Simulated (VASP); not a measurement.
# Sc in VASP: settings compared

The runs below take Sc through single point, with PBE, HSE06.

Everything below comes from runs of VASP 6.6.1. Logs are shortened: lines on timing, memory, paths and dates and some standing lists are left out, and cuts for length are marked.

### 1 The cell of the first run

The typed cell holds 1 atom: a = 3.341 Å, b = 3.156 Å, c = 3.181 Å, α = 105.03°, β = 108.85°, γ = 115.74°.

### 2 Single point, PBE (the cell strained at random)

INCAR

```
PREC = Accurate ; ENCUT = 520
EDIFF = 1E-7 ; ISMEAR = -1
SIGMA = 0.05 ; LREAL = False
LASPH = True ; NELM = 80
ALGO = Fast ; ISIF = 2
LWAVE = False ; LCHARG = True
GGA = PE ; LELF = True
LVHAR = True ; NBANDS = 12
```

KPOINTS

```
regular mesh
0
Gamma
  10 10 10
```

POSCAR

```
Sc
1.0
   -2.0016830000      1.9652080000      1.8152850000
    1.9170970000     -1.8942550000      1.6416690000
    1.9374800000      1.8300520000     -1.7360850000
Sc
1
Direct
    0.0030600000      0.0053100000     -0.0057490000
```

Potentials or basis: VASP PAW PBE potentials, release 64 (Sc_sv).

Command:

```
cat potpaw_PBE.64/Sc_sv/POTCAR > POTCAR
mpirun -np 1 vasp_std > vasp.out
```

OUTCAR:

```text
PREC = Accurate
   ENCUT = 520
   EDIFF = 1E-7
   ISMEAR = -1
   LREAL = False
   LASPH = True
   NELM = 80
   ISIF = 2
   GGA = PE

 ion  position               nearest neighbor table
   1  0.003  0.005  0.994-

  LATTYP: Found a triclinic cell.
 ALAT       =     3.8562676587
 B/A-ratio  =     1.3792201397
 C/A-ratio  =     0.8183341334
 COS(alpha) =     0.0103646544
 COS(beta)  =     0.6044904018
 COS(gamma) =     0.7007364652

  Lattice vectors:

 A1 = (   3.8545770000,  -0.0642030000,  -0.0944160000)
 A2 = (   3.7903740000,   3.7310570000,  -0.0152160000)
 A3 = (   1.9170970000,  -1.8942550000,   1.6416690000)

Analysis of symmetry for initial positions (statically):
=====================================================================
 Subroutine PRICEL returns:
 Original cell was already a primitive cell.

 Routine SETGRP: Setting up the symmetry group for a
 triclinic supercell.

 Subroutine GETGRP returns: Found  2 space group operations
 (whereof  1 operations were pure point group operations)
 out of a pool of  2 trial point group operations.

The static configuration has the point symmetry C_1 .
 The point group associated with its full space group is S_2 .

Analysis of symmetry for dynamics (positions and initial velocities):
=====================================================================
 Subroutine PRICEL returns:
 Original cell was already a primitive cell.

 Routine SETGRP: Setting up the symmetry group for a
 triclinic supercell.

 Subroutine GETGRP returns: Found  2 space group operations
 (whereof  1 operations were pure point group operations)
 out of a pool of  2 trial point group operations.

The dynamic configuration has the point symmetry C_1 .
 The point group associated with its full space group is S_2 .

 Subroutine INISYM returns: Found  2 space group operations
 (whereof  1 operations are pure point group operations),
 and found     1 'primitive' translations

----------------------------------------------------------------------------------------

                                     Primitive cell

  volume of cell :      25.2534

  direct lattice vectors                    reciprocal lattice vectors
    -2.001683000  1.965208000  1.815285000     0.011255824  0.257745051  0.284257268
[... 89 lines left out ...]
   NFREE  =      0    steps in history (QN), initial steepest desc. (CG)
   ISIF   =      2    stress and relaxation
   ISYM   =      2    0-nonsym 1-usesym 2-fastsym
   POTIM  = 0.5000    time-step for ionic-motion
   TEBEG  =    0.0;   TEEND  =   0.0 temperature during run
   PSTRESS=    0.0 pullay stress
   NELECT =      11.0000    total number of electrons
   NUPDOWN=      -1.0000    fix difference up-down
   EMIN   =  10.00;   EMAX   =-10.00  energy-range for DOS
   EFERMI =   0.00;   METHOD = LEGACY
   ISMEAR =    -1;   SIGMA  =   0.05  broadening in eV -4-tet -1-fermi 0-gaus
   EFERMI_NEDOS =   21; number of points for ismear=-14 and -15
   IALGO  =     68    algorithm
   IMIX   =      4    mixing-type and parameters
     AMIX     =   0.40;   BMIX     =  1.00
     AMIX_MAG =   1.60;   BMIX_MAG =  1.00
  volume/ion in A,a.u.               =      25.25       170.42
  Fermi-wavevector in a.u.,A,eV,Ry     =   1.240982  2.345117 20.953483  1.540038
  Thomas-Fermi vector in A             =   2.375400
   LORBIT       =      0    0 simple, 1 ext, 2 COOP (PROOUT), +10 PAW based schemes
   GGA     = PE    functional components
   LHFCALC =     F    Hartree Fock is set to
   AEXX    =    0.0000 exact exchange contribution
   IVDW    =     0    specifies the selected vdW correction
   LEPSILON=     F    determine dielectric tensor
   LRPA    =     F    only Hartree local field effects (RPA)
 non-spin polarized calculation
 RMM-DIIS sequential band-by-band and
  energy-cutoff  :      520.00
  volume of cell :       25.25
 maximum number of plane-waves:       696
 NGX is ok and might be reduce to    28
   NGX = 13   NGY = 11   NGZ = 11

 number of electron      11.0000001 magnetization

 Free energy of the ion-electron system (eV)
  ---------------------------------------------------
  ext. energy  EPLUGINS =         0.00000000
  ---------------------------------------------------
  free energy    TOTEN  =        -6.13933844 eV

  energy without entropy =       -6.11827290  energy(sigma->0) =       -6.12880567

 E-fermi :   3.6413     XC(G=0):  -9.7827

 val. band max:        3.6408284808   @ k =   0.3000   0.2000   0.2000
 cond. band min:       3.6440179869   @ k =  -0.2000  -0.4000   0.4000
 fundamental gap:      0.0031895060
 Fermi energy:         3.6413320163

 k-point     1 :       0.0000    0.0000    0.0000
  band No.  band energies     occupation
      1     -45.9967      2.00000
      2     -24.4347      2.00000
      3     -24.4151      2.00000
      4     -24.3978      2.00000
      5      -1.5345      2.00000
      6       4.5894      0.00000
      7       5.1566      0.00000
      8       5.5020      0.00000
      9       6.0849      0.00000
     10       6.7639      0.00000
     11      16.7655      0.00000
     12      17.2660      0.00000
[... 331 lines left out ...]
 k-point    24 :      -0.3000    0.2000   -0.0000
  band No.  band energies     occupation
      1     -45.9711      2.00000
      2     -24.5926      2.00000
      3     -24.4592      2.00000
      4     -24.4231      2.00000
      5      -0.0285      2.00000
      6       4.1105      0.00017
      7       4.6670      0.00000
      8       5.8845      0.00000
      9       6.5176      0.00000
     10       6.7287      0.00000
     11      13.4870      0.00000
     12      15.9281      0.00000

 [... further k-points ...]

------------------------ aborting loop because EDIFF is reached ----------------------------------------

  FORCE on cell =-STRESS in cart. coord.  units (eV):
  Direction    XX          YY          ZZ          XY          YZ          ZX
  --------------------------------------------------------------------------------------
  -------------------------------------------------------------------------------------
  Total       -0.1342226     -0.2224116     -0.0303524      0.1692492     -0.1768394      0.2180024
  in kB       -8.5156177    -14.1106766     -1.9256774     10.7378406    -11.2193932     13.8309397
  external PRESSURE =      -8.1839905 kB  Pullay stress =       0.0000000 kB

 VOLUME and BASIS-vectors are now :
 -----------------------------------------------------------------------------
  energy-cutoff  :      520.00
  volume of cell :       25.25
      direct lattice vectors                 reciprocal lattice vectors
    -2.001683000  1.965208000  1.815285000     0.011255824  0.257745051  0.284257268
     1.917097000 -1.894255000  1.641669000     0.266650374 -0.001662608  0.295830623
     1.937480000  1.830052000 -1.736085000     0.263918058  0.267931162  0.000958431

 POSITION                                       TOTAL-FORCE (eV/Angst)
 -----------------------------------------------------------------------------------
      1.93040      1.81549     -1.71183         0.000000     -0.000000      0.000000
 -----------------------------------------------------------------------------------
    total drift:                                0.000003      0.000008     -0.000002

  FREE ENERGIE OF THE ION-ELECTRON SYSTEM (eV)
  ---------------------------------------------------
  free  energy   TOTEN  =        -6.1393384402 eV

  energy  without entropy=       -6.1182729014  energy(sigma->0) =       -6.12880567
```

OSZICAR:

```text
N       E                     dE             d eps       ncg     rms          rms(c)
DAV:   1     0.736716958906E+02    0.73672E+02   -0.50874E+03 12120   0.889E+02
DAV:   2    -0.545826458965E+01   -0.79130E+02   -0.77638E+02 12104   0.282E+02
DAV:   3    -0.688719634428E+01   -0.14289E+01   -0.14027E+01 15928   0.499E+01
DAV:   4    -0.691248770945E+01   -0.25291E-01   -0.25268E-01 15104   0.538E+00
DAV:   5    -0.691287180033E+01   -0.38409E-03   -0.38409E-03 15904   0.630E-01    0.526E+00
RMM:   6    -0.620902984920E+01    0.70384E+00   -0.72144E-01 12575   0.110E+01    0.164E+00
RMM:   7    -0.614744423298E+01    0.61586E-01   -0.72035E-01 15831   0.707E+00    0.901E-01
RMM:   8    -0.614320403120E+01    0.42402E-02   -0.65824E-02 13001   0.366E+00    0.557E-01
RMM:   9    -0.613959975990E+01    0.36043E-02   -0.22866E-02 14526   0.145E+00    0.130E-01
RMM:  10    -0.613926056153E+01    0.33920E-03   -0.39026E-03 16837   0.658E-01    0.563E-02
RMM:  11    -0.613935897527E+01   -0.98414E-04   -0.10747E-03 16519   0.198E-01    0.385E-02
RMM:  12    -0.613933463434E+01    0.24341E-04   -0.10432E-04 14596   0.136E-01    0.510E-03
RMM:  13    -0.613933860105E+01   -0.39667E-05   -0.34453E-05 15885   0.498E-02    0.497E-03
RMM:  14    -0.613933844409E+01    0.15695E-06   -0.32100E-06 15309   0.221E-02    0.174E-03
RMM:  15    -0.613933844018E+01    0.39097E-08   -0.70778E-07 13024   0.962E-03
   1 F= -.61393384E+01 E0= -.61288057E+01  d E =-.210655E-01
```

Wall time 58 s (1 thread of Intel Xeon 6975P-C (Granite Rapids), shared host); peak memory 0.26 GiB.

Results:

```
Free energy            : -6.1393 eV
Pressure               : -0.8 GPa
Band gap on the k mesh : zero (an odd number of electrons rules out a gap without spin polarisation)
```

Caveat: the cell differs from its parent crystal (the cell strained at random).

[end of part 1 of 2]

The gap in the log of VASP goes by the Fermi energy; the results here count the filled bands.